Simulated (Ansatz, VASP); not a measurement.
Two plane-wave programs on Pd

Contents of POSCAR:

```
Pd
1.0
    0.0000000000      1.8476550000      1.8476550000
    1.8476550000      0.0000000000      1.8476550000
    1.8476550000      1.8476550000      0.0000000000
Pd
1
Direct
    0.0000000000      0.0000000000      0.0000000000
```

The input INCAR.step1:

```
SYSTEM = Pd
PREC = Accurate
ENCUT = 520
ISMEAR = 0
SIGMA = 0.15
LREAL = .False.
LASPH = .True.
NELM = 80
NBANDS = 11
GGA = PE
ALGO = Normal
EDIFF = 1E-4
LWAVE = .True.
LCHARG = .False.
```

INCAR.step2

```
SYSTEM = Pd
PREC = Accurate
ENCUT = 520
EDIFF = 1E-6
ISMEAR = 0
SIGMA = 0.15
LREAL = .False.
LASPH = .True.
NELM = 80
ALGO = Normal
ISIF = 2
LWAVE = .False.
LCHARG = .False.
METAGGA = R2SCAN
LMIXTAU = .True.
NBANDS = 11
ISTART = 1
```

Contents of KPOINTS:

```
regular mesh
0
Gamma
  20 20 20
  0 0 0
```

Input for Ansatz:

```yaml
crystal:
  lattice:
    - [0.0, 1.847655, 1.847655]
    - [1.847655, 0.0, 1.847655]
    - [1.847655, 1.847655, 0.0]
  atoms:
    - { symbol: Pd, position: [0.0, 0.0, 0.0] }
basis:
  ecutwfc: 500
kpoints:
  mp_grid: { grid: [20, 20, 20] }
hamiltonian:
  xc: r2scan
scf:
  occupations: { method: gaussian, width: 0.15 }
output:
  forces: true
  stress: true
  eigenvalues: true
  write_density: true
  write_potential: true
  elf: true
  volumetric_format: npy
```

Change from the starting cell: strain -0.050 along x and y, -0.050 along z, atoms carried along.

Alike in both runs: task single point; functional r2SCAN; k mesh 20 × 20 × 20; occupations gaussian, width 0.15 eV; no spin polarisation.

|  | VASP | Ansatz |
| --- | --- | --- |
| version | VASP 6.6.1 | Ansatz 0.2.0 |
| potentials or method | VASP PAW PBE potentials, release 64 (Pd), cutoff 520 eV | scalar-relativistic, plane waves, PAW |
| valence electrons in the cell | 10 | 18 |

```tsv
	VASP	Ansatz	Ansatz less VASP
gap on the k mesh at the Fermi level (eV)	none	none	-
pressure (GPa)	51.1	49.2	-1.92
```

VASP's potentials were made for PBE, not for r2SCAN. A gap of «none» marks a metal or a gap that the smearing closes. Both programs put the cell under a high pressure, so it lies far from rest at this level. VASP's potentials hold 10 valence electrons a cell and Ansatz's 18, so a difference there can come from the potentials and not from the codes.
